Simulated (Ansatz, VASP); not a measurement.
**One calculation of SrCl2, two programs**

File INCAR:

```
SYSTEM = SrCl2
PREC     = Accurate       ! precision mode
ENCUT    = 520            ! plane-wave cutoff, eV
EDIFF    = 1E-6           ! SCF threshold, eV
ISMEAR   = 0              ! smearing method
SIGMA    = 0.05           ! smearing width, eV
LREAL    = .False.        ! projectors in reciprocal space
LASPH    = .True.         ! aspherical terms in the spheres
NELM     = 100            ! most SCF steps
ALGO     = Normal         ! electronic algorithm
ISIF     = 2              ! what is computed and relaxed
LWAVE    = .False.        ! write WAVECAR
LCHARG   = .False.        ! write CHGCAR
GGA      = PE             ! functional
NBANDS   = 19             ! bands
```

Contents of KPOINTS:

```
regular mesh
0
Gamma
  6 6 6
  0 0 0
```

File POSCAR:

```
SrCl2
1.0
    0.0000000000      3.4609156084      3.4058870502
    3.4609156084      0.0000000000      3.4058870502
    3.4609156084      3.4609156084      0.0000000000
Sr Cl
1 2
Direct
    0.0000000000      0.0000000000      0.0000000000
    0.2500000000      0.2500000000      0.2500000000
    0.7500000000      0.7500000000      0.7500000000
```

Input for Ansatz:

```yaml
crystal:
  lattice:
    - [0.0, 3.4609156084, 3.4058870502]
    - [3.4609156084, 0.0, 3.4058870502]
    - [3.4609156084, 3.4609156084, 0.0]
  atoms:
    - { symbol: Sr, position: [0.0, 0.0, 0.0] }
    - { symbol: Cl, position: [0.25, 0.25, 0.25] }
    - { symbol: Cl, position: [0.75, 0.75, 0.75] }
basis:
  ecutwfc: 420
kpoints:
  mp_grid: { grid: [6, 6, 6] }
hamiltonian:
  xc: pbe
scf:
  occupations: { method: gaussian, width: 0.05 }
output:
  forces: true
  stress: true
  eigenvalues: true
```

Alike in both runs: task single point; functional PBE; k mesh 6 × 6 × 6; occupations gaussian, width 0.05 eV; no spin polarisation.

|  | VASP | Ansatz |
| --- | --- | --- |
| version | VASP 6.6.1 | Ansatz 0.2.0 |
| potentials or method | VASP PAW PBE potentials, release 64 (Sr_sv, Cl), cutoff 520 eV | scalar-relativistic, plane waves, PAW |
| valence electrons in the cell | 24 | 24 |

Ansatz gave:

```
gap on the k mesh at the Fermi level (eV)                     : 5.41
least direct gap on the mesh (eV)                             : 5.42
pressure (GPa)                                                : 2.6
traceless stress, the component that is largest in VASP (GPa) : 0.59
```

What did VASP give for the same quantities?

gap on the k mesh at the Fermi level (eV): 5.41; least direct gap on the mesh (eV): 5.42; pressure (GPa): 2.7; traceless stress, the component that is largest in VASP (GPa): 0.59.
